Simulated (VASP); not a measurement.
Zn4HSe4 (a cell with a defect): single point with PBEsol

System: Zn4HSe4 (a cell with a defect).

```
CELL_PARAMETERS angstrom
-4.02564 -4.02564 0.00000
-4.02564 4.02564 0.00000
4.02564 0.00000 -5.54062
ATOMIC_POSITIONS crystal
Zn 0.50000 0.50000 0.00000
Zn 0.00000 0.00000 0.00000
Zn 0.00000 0.50000 0.00000
Zn 0.50000 0.00000 0.00000
Se 0.11616 0.61616 0.73232
Se 0.61616 0.11616 0.73232
Se 0.88384 0.88384 0.26768
Se 0.38384 0.38384 0.26768
H 0.95830 0.29164 0.58027
```

- Program: VASP 6.6.1
- Task: single point
- Functional: PBEsol
- Potentials or basis: VASP PAW PBE potentials, release 64 (Zn, Se, H)
- Cutoff: 520 eV
- k mesh: 6 × 6 × 6
- Occupations: gaussian, width 0.05 eV
- Spin: no spin polarisation
- Dipole correction: no
- Charge: 1
- Further INCAR settings: ALGO = Normal; EDIFF = 1e-07; NBANDS = 46; NELECT = 72.0

| Quantity | Value |
| --- | --- |
| Largest force | 1.823 eV/Å |

Forces on the atoms (eV/Å):
```
Zn   0.039 -0.231 -0.217
Zn   0.140  0.484 -0.274
Zn   0.320 -0.109 -0.390
Zn  -0.834 -0.121 -0.588
Se   1.088 -0.465  1.387
Se   0.055  0.063  0.132
Se  -0.038  0.329 -0.270
Se   0.191 -0.182  0.319
H   -0.961  0.230 -0.098
```

Levels at points of the mesh, in eV from the Fermi level:
| k point | band 33 | band 34 | band 35 | band 36 | band 37 | band 38 | band 39 | band 40 |
| --- | --- | --- | --- | --- | --- | --- | --- | --- |
| (0.00, 0.00, 0.00) | -2.72 | -0.57 | -0.32 | -0.24 | 0.69 | 1.63 | 2.45 | 3.25 |
| (0.50, 0.00, 0.00) | -1.78 | -1.58 | -1.37 | -1.04 | 1.75 | 3.76 | 3.89 | 3.98 |
| (0.00, 0.50, 0.50) | -1.76 | -1.70 | -1.55 | -1.23 | 1.94 | 3.73 | 3.91 | 3.97 |
| (0.50, 0.00, 0.50) | -1.74 | -1.60 | -1.40 | -1.03 | 1.57 | 3.79 | 3.92 | 3.92 |
| (0.00, 0.50, 0.00) | -1.75 | -1.71 | -1.29 | -1.01 | 1.58 | 3.77 | 3.84 | 3.97 |
| (0.50, 0.50, 0.00) | -1.13 | -1.09 | -1.00 | -0.95 | 0.94 | 2.20 | 2.95 | 3.52 |
| (0.50, 0.50, 0.50) | -1.19 | -1.06 | -1.01 | -0.92 | 1.01 | 2.23 | 3.38 | 3.42 |
| (0.00, 0.00, 0.50) | -2.27 | -2.04 | -1.16 | -0.84 | 0.99 | 1.89 | 2.64 | 2.80 |

Run time: 27 min on 1 thread of Oxide Virtual Turin-like Processor, on a shared host, peak memory 0.78 GiB.

Caveat: the cell carries a net charge on a neutralising background, which shifts energy and pressure; the cell is charged against a uniform background, so pressure and absolute levels hang on convention; the PAW data sets were made with another functional, which shifts forces and pressure a little.
